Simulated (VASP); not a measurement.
# Bi (P6_3/mmc) in VASP: single point with PBEsol

Aim: the single point of Bi with PBEsol.

Everything below comes from runs of VASP 6.6.1. Logs are shortened: lines on timing, memory, paths and dates and some standing lists are left out, and cuts for length are marked.

**1. The cell of the first run**

It takes space group P6_3/mmc (No. 194, hexagonal). The conventional cell has a = 3.440 Å, b = 3.440 Å, c = 5.884 Å, α = 90.00°, β = 90.00°, γ = 120.00°. Within 4.5 Å of Bi (site symmetry -6m2) lie 12 Bi at 3.44 to 3.55 Å.

This isn't the form of Bi at room conditions, which is rhombohedral.

**2. Single point, PBEsol**

Contents of POSCAR:

```
Bi
1.0
    3.4399898414      0.0000000000      0.0000000000
   -1.7199949207      2.9791185914      0.0000000000
    0.0000000000      0.0000000000      5.8844579002
Bi
2
Direct
    0.3333333333      0.6666666667      0.2500000000
    0.6666666667      0.3333333333      0.7500000000
```

Contents of INCAR.step1:

```
SYSTEM = Bi
ALGO = Normal
EDIFF = 1E-6
ENCUT = 520
GGA = PS
ISIF = 2
ISMEAR = -1
LASPH = .TRUE.
LCHARG = .TRUE.
LREAL = .FALSE.
LWAVE = .FALSE.
NBANDS = 22
NELM = 80
PREC = Accurate
SIGMA = 0.1
```

Contents of KPOINTS.step1:

```
k-points
0
G
  12 12 7
  0 0 0
```

Contents of INCAR.step2:

```
SYSTEM = Bi
ALGO = Normal
EDIFF = 1E-6
ENCUT = 520
GGA = PS
ICHARG = 11
ISIF = 2
ISMEAR = -5
LASPH = .TRUE.
LCHARG = .FALSE.
LORBIT = 11
LREAL = .FALSE.
LWAVE = .FALSE.
NEDOS = 1001
NELM = 80
PREC = Accurate
SIGMA = 0.1
```

Contents of KPOINTS.step2:

```
k-points
0
G
  18 18 11
  0 0 0
```

Potentials or basis: VASP PAW PBE potentials, release 64 (Bi_d).

The run is started by

```sh
> cat potpaw_PBE.64/Bi_d/POTCAR > POTCAR
> cp INCAR.step1 INCAR
> cp KPOINTS.step1 KPOINTS
> mpirun -np 1 vasp_std > vasp.out
> cp INCAR.step2 INCAR
> cp KPOINTS.step2 KPOINTS
> mpirun -np 1 vasp_std > vasp.out
```

OUTCAR:

```text
SYSTEM = Bi
   EDIFF = 1E-6
   ENCUT = 520
   GGA = PS
   ICHARG = 11
   ISIF = 2
   ISMEAR = -5
   LASPH = .TRUE.
   LORBIT = 11
   LREAL = .FALSE.
   NELM = 80
   PREC = Accurate

 ion  position               nearest neighbor table
   1  0.333  0.667  0.250-   2 3.55   2 3.55   2 3.55   2 3.55   2 3.55   2 3.55
   2  0.667  0.333  0.750-   1 3.55   1 3.55   1 3.55   1 3.55   1 3.55   1 3.55

  LATTYP: Found a hexagonal cell.
 ALAT       =     3.4399898414
 C/A-ratio  =     1.7106032784

  Lattice vectors:

 A1 = (   3.4399898414,   0.0000000000,   0.0000000000)
 A2 = (  -1.7199949207,   2.9791185914,   0.0000000000)
 A3 = (   0.0000000000,   0.0000000000,   5.8844579002)

Analysis of symmetry for initial positions (statically):
=====================================================================
 Subroutine PRICEL returns:
 Original cell was already a primitive cell.

 Routine SETGRP: Setting up the symmetry group for a
 hexagonal supercell.

 Subroutine GETGRP returns: Found 24 space group operations
 (whereof 12 operations were pure point group operations)
 out of a pool of 24 trial point group operations.

The static configuration has the point symmetry D_3d.
 The point group associated with its full space group is D_6h.

Analysis of symmetry for dynamics (positions and initial velocities):
=====================================================================
 Subroutine PRICEL returns:
 Original cell was already a primitive cell.

 Routine SETGRP: Setting up the symmetry group for a
 hexagonal supercell.

 Subroutine GETGRP returns: Found 24 space group operations
 (whereof 12 operations were pure point group operations)
 out of a pool of 24 trial point group operations.

The dynamic configuration has the point symmetry D_3d.
 The point group associated with its full space group is D_6h.

 Subroutine INISYM returns: Found 24 space group operations
 (whereof 12 operations are pure point group operations),
 and found     1 'primitive' translations

----------------------------------------------------------------------------------------

                                     Primitive cell

  volume of cell :      60.3047

  direct lattice vectors                    reciprocal lattice vectors
     3.439989841  0.000000000  0.000000000     0.290698533  0.167834876  0.000000000
    -1.719994921  2.979118591  0.000000000     0.000000000  0.335669752  0.000000000
     0.000000000  0.000000000  5.884457900     0.000000000  0.000000000  0.169939188

  length of vectors
     3.439989841  3.439989841  5.884457900     0.335669752  0.335669752  0.169939188

  position of ions in fractional coordinates (direct lattice)
     0.333333333  0.666666667  0.250000000
     0.666666667  0.333333333  0.750000000

  ion indices of the primitive-cell ions
   primitive index   ion index
                 1           1
                 2           2

----------------------------------------------------------------------------------------

 KPOINTS: k-points

Automatic generation of k-mesh.
 Grid dimensions read from file:
 generate k-points for:   18   18   11

 Generating k-lattice:

  Cartesian coordinates                     Fractional coordinates (reciprocal lattice)
     0.016149918  0.009324160  0.000000000     0.055555556 -0.000000000  0.000000000
     0.000000000  0.018648320  0.000000000     0.000000000  0.055555556  0.000000000
     0.000000000  0.000000000  0.015449017     0.000000000  0.000000000  0.090909091

  Length of vectors
     0.018648320  0.018648320  0.015449017

  Shift w.r.t. Gamma in fractional coordinates (k-lattice)
     0.000000000  0.000000000  0.000000000

 TETIRR: Found   3464 inequivalent tetrahedra from    21384

 Subroutine IBZKPT returns following result:
 ===========================================

 Found    222 irreducible k-points:

 Following reciprocal coordinates:
            Coordinates               Weight
  0.000000  0.000000  0.000000      1.000000
  0.055556  0.000000  0.000000      6.000000
  0.111111  0.000000  0.000000      6.000000
  0.166667 -0.000000  0.000000      6.000000
  0.222222 -0.000000  0.000000      6.000000
  0.277778  0.000000  0.000000      6.000000
[... 16 lines left out ...]
  0.333333  0.111111  0.000000     12.000000
  0.388889  0.111111  0.000000     12.000000
 [... further k-points ...]
   k-points           NKPTS =    222   k-points in BZ     NKDIM =    222   number of bands    NBANDS=     19
   number of dos      NEDOS =   1001   number of ions     NIONS =      2
   total plane-waves  NPLWV =  37632
   dimension x,y,z NGX =    28 NGY =   28 NGZ =   48
   dimension x,y,z NGXF=    56 NGYF=   56 NGZF=   96
   ions per type =               2
   NGX,Y,Z   is equivalent  to a cutoff of  13.53, 13.53, 13.56 a.u.
   NGXF,Y,Z  is equivalent  to a cutoff of  27.06, 27.06, 27.12 a.u.
 SYSTEM =  Bi
   PREC   = accura    normal or accurate (medium, high low for compatibility)
   ISTART =      0    job   : 0-new  1-cont  2-samecut
   ICHARG =     11    charge: 1-file 2-atom 10-const
   ISPIN  =      1    spin polarized calculation?
   LNONCOLLINEAR =      F non collinear calculations
   LSORBIT =      F    spin-orbit coupling
   LASPH  =      T    aspherical Exc in radial PAW
   ENCUT  =  520.0 eV  38.22 Ry    6.18 a.u.   6.40  6.40 10.94*2*pi/ulx,y,z
   NELM   =     80;   NELMIN=  2; NELMDL=  0     # of ELM steps
   EDIFF  = 0.1E-05   stopping-criterion for ELM
   LREAL  =      F    real-space projection
   EDIFFG = 0.1E-04   stopping-criterion for IOM
   NSW    =      0    number of steps for IOM
   IBRION =     -1    ionic relax: 0-MD 1-quasi-New 2-CG
   NFREE  =      0    steps in history (QN), initial steepest desc. (CG)
   ISIF   =      2    stress and relaxation
   ISYM   =      2    0-nonsym 1-usesym 2-fastsym
   POTIM  = 0.5000    time-step for ionic-motion
   TEBEG  =    0.0;   TEEND  =   0.0 temperature during run
   PSTRESS=    0.0 pullay stress
   NELECT =      30.0000    total number of electrons
   NUPDOWN=      -1.0000    fix difference up-down
   EMIN   =  10.00;   EMAX   =-10.00  energy-range for DOS
   EFERMI =   0.00;   METHOD = LEGACY
   ISMEAR =    -5;   SIGMA  =   0.10  broadening in eV -4-tet -1-fermi 0-gaus
   EFERMI_NEDOS =   21; number of points for ismear=-14 and -15
   IALGO  =     38    algorithm
   IMIX   =      4    mixing-type and parameters
     AMIX     =   0.40;   BMIX     =  1.00
     AMIX_MAG =   1.60;   BMIX_MAG =  1.00
  volume/ion in A,a.u.               =      30.15       203.48
  Fermi-wavevector in a.u.,A,eV,Ry     =   1.297174  2.451303 22.893971  1.682659
  Thomas-Fermi vector in A             =   2.428583
   LORBIT       =     11    0 simple, 1 ext, 2 COOP (PROOUT), +10 PAW based schemes
   GGA     = PS    functional components
   LHFCALC =     F    Hartree Fock is set to
   AEXX    =    0.0000 exact exchange contribution
   IVDW    =     0    specifies the selected vdW correction
   LEPSILON=     F    determine dielectric tensor
   LRPA    =     F    only Hartree local field effects (RPA)
 non-spin polarized calculation
 Fermi weights with tetrahedron method with Bloechl corrections
  energy-cutoff  :      520.00
  volume of cell :       60.30
 maximum number of plane-waves:      1646
 NGX is ok and might be reduce to    28

 number of electron      29.9999994 magnetization

 Free energy of the ion-electron system (eV)
  ---------------------------------------------------
  ext. energy  EPLUGINS =         0.00000000
  ---------------------------------------------------
  free energy    TOTEN  =        -8.40981754 eV

  energy without entropy =       -8.40981754  energy(sigma->0) =       -8.40981754

 E-fermi :   8.2510     XC(G=0): -10.5897

 val. band max:        8.3045298828   @ k =   0.1111   0.1111   0.3636
 cond. band min:       8.0422266033   @ k =   0.3333   0.3333   0.0909
 fundamental gap:     -0.2623032795
 Fermi energy:         8.2510243560

 k-point     1 :       0.0000    0.0000    0.0000
  band No.  band energies     occupation
      1     -14.8189      2.00000
      2     -14.8011      2.00000
      3     -14.7946      2.00000
      4     -14.7946      2.00000
      5     -14.7862      2.00000
      6     -14.7862      2.00000
[... 11 lines left out ...]
     18      13.6635      0.00000
     19      15.9107      0.00000

 k-point     2 :       0.0556    0.0000    0.0000
  band No.  band energies     occupation
      1     -14.8176      2.00000
      2     -14.8012      2.00000
      3     -14.7930      2.00000
      4     -14.7896      2.00000
      5     -14.7842      2.00000
      6     -14.7813      2.00000
[... 11 lines left out ...]
     18      13.6896      0.00000
     19      16.3217      0.00000

 k-point     3 :       0.1111    0.0000    0.0000
  band No.  band energies     occupation
      1     -14.8188      2.00000
      2     -14.7990      2.00000
      3     -14.7908      2.00000
      4     -14.7751      2.00000
      5     -14.7736      2.00000
      6     -14.7670      2.00000
[... 11 lines left out ...]
     18      13.6274      0.00000
     19      16.0399      0.00000

 k-point     4 :       0.1667   -0.0000    0.0000
  band No.  band energies     occupation
      1     -14.8279      2.00000
      2     -14.7930      2.00000
      3     -14.7869      2.00000
      4     -14.7532      2.00000
      5     -14.7529      2.00000
      6     -14.7503      2.00000
[... 407 lines left out ...]
     18      10.9177      0.00000
     19      14.7301      0.00000

 k-point    23 :       0.3333    0.1111    0.0000
  band No.  band energies     occupation
      1     -14.8533      2.00000
      2     -14.8052      2.00000
      3     -14.7957      2.00000
      4     -14.7699      2.00000
      5     -14.7256      2.00000
      6     -14.7238      2.00000
[... 11 lines left out ...]
     18      10.6148      0.00000
     19      14.4125      0.00000

 k-point    24 :       0.3889    0.1111    0.0000
  band No.  band energies     occupation
      1     -14.8589      2.00000
      2     -14.8131      2.00000
      3     -14.7979      2.00000
      4     -14.7708      2.00000
      5     -14.7309      2.00000
      6     -14.7121      2.00000
[... 11 lines left out ...]
     18      10.4286      0.00000
     19      14.2331      0.00000

 [... further k-points ...]

------------------------ aborting loop because EDIFF is reached ----------------------------------------

  FORCE on cell =-STRESS in cart. coord.  units (eV):
  Direction    XX          YY          ZZ          XY          YZ          ZX
  --------------------------------------------------------------------------------------
  -------------------------------------------------------------------------------------
  Total        0.1791554      0.1791554     -0.0745203     -0.0000000      0.0000000      0.0000000
  in kB        4.7598037      4.7598037     -1.9798564     -0.0000000      0.0000000      0.0000000
  external PRESSURE =       2.5132503 kB  Pullay stress =       0.0000000 kB

 VOLUME and BASIS-vectors are now :
 -----------------------------------------------------------------------------
  energy-cutoff  :      520.00
  volume of cell :       60.30
      direct lattice vectors                 reciprocal lattice vectors
     3.439989841  0.000000000  0.000000000     0.290698533  0.167834876  0.000000000
    -1.719994921  2.979118591  0.000000000     0.000000000  0.335669752  0.000000000
     0.000000000  0.000000000  5.884457900     0.000000000  0.000000000  0.169939188

 POSITION                                       TOTAL-FORCE (eV/Angst)
 -----------------------------------------------------------------------------------
     -0.00000      1.98608      1.47111        -0.000000      0.000000      0.000000
      1.71999      0.99304      4.41334         0.000000     -0.000000      0.000000
 -----------------------------------------------------------------------------------
    total drift:                                0.000000     -0.000000      0.000000

  FREE ENERGIE OF THE ION-ELECTRON SYSTEM (eV)
  ---------------------------------------------------
  free  energy   TOTEN  =        -8.4098175388 eV

  energy  without entropy=       -8.4098175388  energy(sigma->0) =       -8.40981754

 total charge

# of ion       s       p       d       tot
------------------------------------------
    1        1.554   1.261   9.924  12.739
    2        1.554   1.261   9.924  12.739
--------------------------------------------------
tot          3.108   2.521  19.848  25.477
```

Run time: 4.9 min. Hardware: 1 thread of Intel Xeon 8259CL, shared host; peak memory 0.33 GiB.

Results:

- Valence electrons inside the program's atomic spheres: Bi 12.74

Caveat: the PAW data sets were made with another functional, which shifts forces and pressure a little; spin-orbit coupling is left out, which moves the levels of the heavy elements.
